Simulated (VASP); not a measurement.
# C (C2/m) in VASP: single point with PBEsol

Aim: the single point of C with PBEsol.

Program: VASP 6.6.1. These are calculated values, not measurements. Logs are shortened: lines on timing, memory, paths and dates and some standing lists are left out, and cuts for length are marked.

### Step 1. The cell of the first run

The typed cell holds 2 atoms: a = 2.459 Å, b = 2.459 Å, c = 3.905 Å, α = 108.29°, β = 108.29°, γ = 60.00°.

### Step 2. Single point, PBEsol

INCAR

```
PREC = Accurate
ENCUT = 600
EDIFF = 1E-6
ISMEAR = 0
SIGMA = 0.02
LREAL = F
LASPH = T
NELM = 120
ALGO = Normal
ISIF = 2
LWAVE = F
LCHARG = F
GGA = PS
NBANDS = 11
GGA_COMPAT = F
```

KPOINTS

```
Automatic mesh
0
Gamma
  6 6 4
```

POSCAR

```
C
1.0
    2.1292574446     -1.2293411686     -0.0104469559
    2.1292574446      1.2293411686     -0.0104469559
   -1.3975272899      0.0000000000      3.6463926651
C
2
Direct
    0.8333458969      0.8333458969      0.0000374668
    0.1666541031      0.1666541031      0.9999625332
```

Potentials or basis: VASP PAW PBE potentials, release 64 (C).

On the command line:

```bash
$ cat potpaw_PBE.64/C/POTCAR > POTCAR
$ mpirun -np 1 vasp_std > vasp.out
```

OUTCAR:

```text
PREC = Accurate
   ENCUT = 600
   EDIFF = 1E-6
   ISMEAR = 0
   LREAL = F
   LASPH = T
   NELM = 120
   ISIF = 2
   GGA = PS

 ion  position               nearest neighbor table
   1  0.833  0.833  0.000-   2 1.42   2 1.42   2 1.42
   2  0.167  0.167  1.000-   1 1.42   1 1.42   1 1.42

  LATTYP: Found a base centered monoclinic cell.
 ALAT       =     4.2585661457
 B/A-ratio  =     0.5773498058
 C/A-ratio  =     0.9169824329
 COS(beta)  =    -0.3624557900

  Lattice vectors:

 A1 = (   2.1292574446,  -1.2293411686,  -0.0104469559)
 A2 = (   2.1292574446,   1.2293411686,  -0.0104469559)
 A3 = (  -1.3975272899,   0.0000000000,   3.6463926651)

Analysis of symmetry for initial positions (statically):
=====================================================================
 Subroutine PRICEL returns:
 Original cell was already a primitive cell.

 Routine SETGRP: Setting up the symmetry group for a
 base centered monoclinic supercell.

 Subroutine GETGRP returns: Found  4 space group operations
 (whereof  4 operations were pure point group operations)
 out of a pool of  4 trial point group operations.

The static configuration has the point symmetry C_2h.

Analysis of symmetry for dynamics (positions and initial velocities):
=====================================================================
 Subroutine PRICEL returns:
 Original cell was already a primitive cell.

 Routine SETGRP: Setting up the symmetry group for a
 base centered monoclinic supercell.

 Subroutine GETGRP returns: Found  4 space group operations
 (whereof  4 operations were pure point group operations)
 out of a pool of  4 trial point group operations.

The dynamic configuration has the point symmetry C_2h.

 Subroutine INISYM returns: Found  4 space group operations
 (whereof  4 operations are pure point group operations),
 and found     1 'primitive' translations

----------------------------------------------------------------------------------------

                                     Primitive cell

  volume of cell :      19.0536

  direct lattice vectors                    reciprocal lattice vectors
     2.129257445 -1.229341169 -0.010446956     0.235266050 -0.406721920  0.090168766
     2.129257445  1.229341169 -0.010446956     0.235266050  0.406721920  0.090168766
    -1.397527290  0.000000000  3.646392665     0.001348080  0.000000000  0.274760310

  length of vectors
     2.458683817  2.458683817  3.905030345     0.478438335  0.478438335  0.274763617

  position of ions in fractional coordinates (direct lattice)
     0.833345897  0.833345897  0.000037467
     0.166654103  0.166654103  0.999962533

  ion indices of the primitive-cell ions
   primitive index   ion index
                 1           1
                 2           2

----------------------------------------------------------------------------------------

 KPOINTS: Automatic mesh

Automatic generation of k-mesh.
 Grid dimensions read from file:
 generate k-points for:    6    6    4

 Generating k-lattice:

  Cartesian coordinates                     Fractional coordinates (reciprocal lattice)
     0.039211008 -0.067786987  0.015028128     0.166666667  0.000000000  0.000000000
     0.039211008  0.067786987  0.015028128     0.000000000  0.166666667  0.000000000
     0.000337020  0.000000000  0.068690077     0.000000000  0.000000000  0.250000000

  Length of vectors
     0.079739723  0.079739723  0.068690904

  Shift w.r.t. Gamma in fractional coordinates (k-lattice)
     0.000000000  0.000000000  0.000000000

 Subroutine IBZKPT returns following result:
 ===========================================

 Found     47 irreducible k-points:

 Following reciprocal coordinates:
            Coordinates               Weight
  0.000000  0.000000  0.000000      1.000000
  0.166667  0.000000 -0.000000      4.000000
  0.333333 -0.000000  0.000000      4.000000
  0.500000 -0.000000 -0.000000      2.000000
  0.166667  0.166667 -0.000000      2.000000
  0.333333  0.166667  0.000000      4.000000
[... 16 lines left out ...]
 -0.333333  0.166667  0.250000      4.000000
 -0.166667  0.166667  0.250000      4.000000
 [... further k-points ...]
   k-points           NKPTS =     47   k-points in BZ     NKDIM =     47   number of bands    NBANDS=     11
   number of dos      NEDOS =    301   number of ions     NIONS =      2
   total plane-waves  NPLWV =  12800
   dimension x,y,z NGX =    20 NGY =   20 NGZ =   32
   dimension x,y,z NGXF=    40 NGYF=   40 NGZF=   64
   ions per type =               2
   NGX,Y,Z   is equivalent  to a cutoff of  13.52, 13.52, 13.62 a.u.
   NGXF,Y,Z  is equivalent  to a cutoff of  27.05, 27.05, 27.25 a.u.
 SYSTEM =  unknown system
   PREC   = accura    normal or accurate (medium, high low for compatibility)
   ISTART =      0    job   : 0-new  1-cont  2-samecut
   ICHARG =      2    charge: 1-file 2-atom 10-const
   ISPIN  =      1    spin polarized calculation?
   LNONCOLLINEAR =      F non collinear calculations
   LSORBIT =      F    spin-orbit coupling
   LASPH  =      T    aspherical Exc in radial PAW
   ENCUT  =  600.0 eV  44.10 Ry    6.64 a.u.   4.91  4.91  7.80*2*pi/ulx,y,z
   NELM   =    120;   NELMIN=  2; NELMDL= -5     # of ELM steps
   EDIFF  = 0.1E-05   stopping-criterion for ELM
   LREAL  =      F    real-space projection
   EDIFFG = 0.1E-04   stopping-criterion for IOM
   NSW    =      0    number of steps for IOM
   IBRION =     -1    ionic relax: 0-MD 1-quasi-New 2-CG
   NFREE  =      0    steps in history (QN), initial steepest desc. (CG)
   ISIF   =      2    stress and relaxation
   ISYM   =      2    0-nonsym 1-usesym 2-fastsym
   POTIM  = 0.5000    time-step for ionic-motion
   TEBEG  =    0.0;   TEEND  =   0.0 temperature during run
   PSTRESS=    0.0 pullay stress
   NELECT =       8.0000    total number of electrons
   NUPDOWN=      -1.0000    fix difference up-down
   EMIN   =  10.00;   EMAX   =-10.00  energy-range for DOS
   EFERMI =   0.00;   METHOD = LEGACY
   ISMEAR =     0;   SIGMA  =   0.02  broadening in eV -4-tet -1-fermi 0-gaus
   EFERMI_NEDOS =   21; number of points for ismear=-14 and -15
   IALGO  =     38    algorithm
   IMIX   =      4    mixing-type and parameters
     AMIX     =   0.40;   BMIX     =  1.00
     AMIX_MAG =   1.60;   BMIX_MAG =  1.00
  volume/ion in A,a.u.               =       9.53        64.29
  Fermi-wavevector in a.u.,A,eV,Ry     =   1.225874  2.316567 20.446399  1.502768
  Thomas-Fermi vector in A             =   2.360896
   LORBIT       =      0    0 simple, 1 ext, 2 COOP (PROOUT), +10 PAW based schemes
   GGA     = PS    functional components
   LHFCALC =     F    Hartree Fock is set to
   AEXX    =    0.0000 exact exchange contribution
   IVDW    =     0    specifies the selected vdW correction
   LEPSILON=     F    determine dielectric tensor
   LRPA    =     F    only Hartree local field effects (RPA)
 non-spin polarized calculation
 Gauss-broadening in eV      SIGMA  =   0.02
  energy-cutoff  :      600.00
  volume of cell :       19.05
 maximum number of plane-waves:       650
   NGX =  9   NGY =  9   NGZ = 15

 number of electron       8.0000000 magnetization

 Free energy of the ion-electron system (eV)
  ---------------------------------------------------
  ext. energy  EPLUGINS =         0.00000000
  ---------------------------------------------------
  free energy    TOTEN  =       -19.25771530 eV

  energy without entropy =      -19.25771530  energy(sigma->0) =      -19.25771530

 E-fermi :   3.8472     XC(G=0):  -9.9909

 val. band max:        3.7566178255   @ k =  -0.3333   0.3333   0.0000
 cond. band min:       4.1630829027   @ k =  -0.3333   0.3333   0.0000
 fundamental gap:      0.4064650772
 Fermi energy:         3.8471880215

 k-point     1 :       0.0000    0.0000    0.0000
  band No.  band energies     occupation
      1     -15.6642      2.00000
      2      -3.0620      2.00000
      3       0.9703      2.00000
      4       0.9705      2.00000
      5       7.4498      0.00000
      6      12.3237      0.00000
      7      12.3242      0.00000
      8      15.4701      0.00000
      9      16.8280      0.00000
     10      26.3953      0.00000
     11      26.5125      0.00000

 k-point     2 :       0.1667    0.0000   -0.0000
  band No.  band energies     occupation
      1     -14.9979      2.00000
      2      -2.3420      2.00000
      3      -1.3275      2.00000
      4      -0.1755      2.00000
      5       8.3935      0.00000
      6      12.3745      0.00000
      7      13.3544      0.00000
      8      14.8895      0.00000
      9      18.0478      0.00000
     10      24.6678      0.00000
     11      28.0914      0.00000

 k-point     3 :       0.3333   -0.0000    0.0000
  band No.  band energies     occupation
      1     -13.0346      2.00000
      2      -5.6634      2.00000
      3      -1.8045      2.00000
      4      -0.2837      2.00000
      5       8.9468      0.00000
      6      11.1519      0.00000
      7      11.8849      0.00000
      8      19.4939      0.00000
      9      20.3242      0.00000
     10      21.9944      0.00000
     11      25.3497      0.00000
[... 267 lines left out ...]
 k-point    23 :      -0.3333    0.1667    0.2500
  band No.  band energies     occupation
      1     -11.1394      2.00000
      2      -7.4002      2.00000
      3      -4.1208      2.00000
      4       1.3858      2.00000
      5       6.2598      0.00000
      6      13.7592      0.00000
      7      14.1947      0.00000
      8      17.5409      0.00000
      9      19.5645      0.00000
     10      24.1685      0.00000
     11      25.6011      0.00000

 k-point    24 :      -0.1667    0.1667    0.2500
  band No.  band energies     occupation
      1     -13.6269      2.00000
      2      -3.7644      2.00000
      3      -2.4668      2.00000
      4      -1.4515      2.00000
      5      10.3949      0.00000
      6      11.8031      0.00000
      7      14.0119      0.00000
      8      15.6586      0.00000
      9      20.7497      0.00000
     10      21.4286      0.00000
     11      25.8980      0.00000

 [... further k-points ...]

------------------------ aborting loop because EDIFF is reached ----------------------------------------

  FORCE on cell =-STRESS in cart. coord.  units (eV):
  Direction    XX          YY          ZZ          XY          YZ          ZX
  --------------------------------------------------------------------------------------
  -------------------------------------------------------------------------------------
  Total        0.1512397      0.1396504     -0.1541013      0.0000000      0.0000000     -0.0022149
  in kB       12.7174398     11.7429190    -12.9580691      0.0000000      0.0000000     -0.1862487
  external PRESSURE =       3.8340966 kB  Pullay stress =       0.0000000 kB

 VOLUME and BASIS-vectors are now :
 -----------------------------------------------------------------------------
  energy-cutoff  :      600.00
  volume of cell :       19.05
      direct lattice vectors                 reciprocal lattice vectors
     2.129257445 -1.229341169 -0.010446956     0.235266050 -0.406721920  0.090168766
     2.129257445  1.229341169 -0.010446956     0.235266050  0.406721920  0.090168766
    -1.397527290  0.000000000  3.646392665     0.001348080  0.000000000  0.274760310

 POSITION                                       TOTAL-FORCE (eV/Angst)
 -----------------------------------------------------------------------------------
      3.54876      0.00000     -0.01728        -0.005452      0.000000      0.045450
     -0.68778      0.00000      3.64277         0.005452      0.000000     -0.045450
 -----------------------------------------------------------------------------------
    total drift:                               -0.000000     -0.000000      0.000000

  FREE ENERGIE OF THE ION-ELECTRON SYSTEM (eV)
  ---------------------------------------------------
  free  energy   TOTEN  =       -19.2577153012 eV

  energy  without entropy=      -19.2577153012  energy(sigma->0) =      -19.25771530
```

Wall time 9.5 s (1 thread of Intel Xeon Platinum 8259CL at 2.50GHz (Skylake/Cascade Lake), shared host); peak memory 0.13 GiB.

What came out:

- Free energy: -19.2577 eV
- Pressure: 0.4 GPa
- Largest force: 0.046 eV/Å

Forces in eV/Å, atoms in the order of the input:
```
C   -0.005  0.000  0.045
C    0.005  0.000 -0.045
```

Stress tensor (GPa, compression positive):
```
 1.27  0.00 -0.02
 0.00  1.17  0.00
-0.02  0.00 -1.30
```

Caveat: the k points lie up to 0.50 Å⁻¹ apart; this functional lacks dispersion, which binds layers or chains, so the pressure and a relaxed spacing across them are unreliable; the PAW data sets were made with another functional, which shifts forces and pressure a little.
